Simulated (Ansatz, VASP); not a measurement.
**Mo: VASP beside Ansatz**

```
CELL_PARAMETERS angstrom
-1.59457 1.59457 1.59457
1.59457 -1.59457 1.59457
1.59457 1.59457 -1.59457
ATOMIC_POSITIONS crystal
Mo 0.00000 0.00000 0.00000
```

Change from the starting cell: strain +0.015 along x and y, +0.015 along z, atoms carried along.

Alike in both runs: task single point; functional PBE; k mesh 22 × 22 × 22; occupations gaussian, width 0.15 eV; no spin polarisation.

```csv
,VASP,Ansatz
version,VASP 6.6.1,Ansatz 0.2.0
potentials or method,"VASP PAW PBE potentials, release 64 (Mo_sv), cutoff 520 eV","scalar-relativistic, plane waves, PAW"
valence electrons in the cell,14,14
```

Ansatz gave:

```
gap on the k mesh at the Fermi level (eV) : none
pressure (GPa)                            : -6.5
```

Question: Which values does VASP return?

Answer: gap on the k mesh at the Fermi level (eV): none; pressure (GPa): -6.1.

A gap of «none» marks a metal or a gap that the smearing closes. With one functional, cell and mesh, what is left measures potentials, basis and numerics.
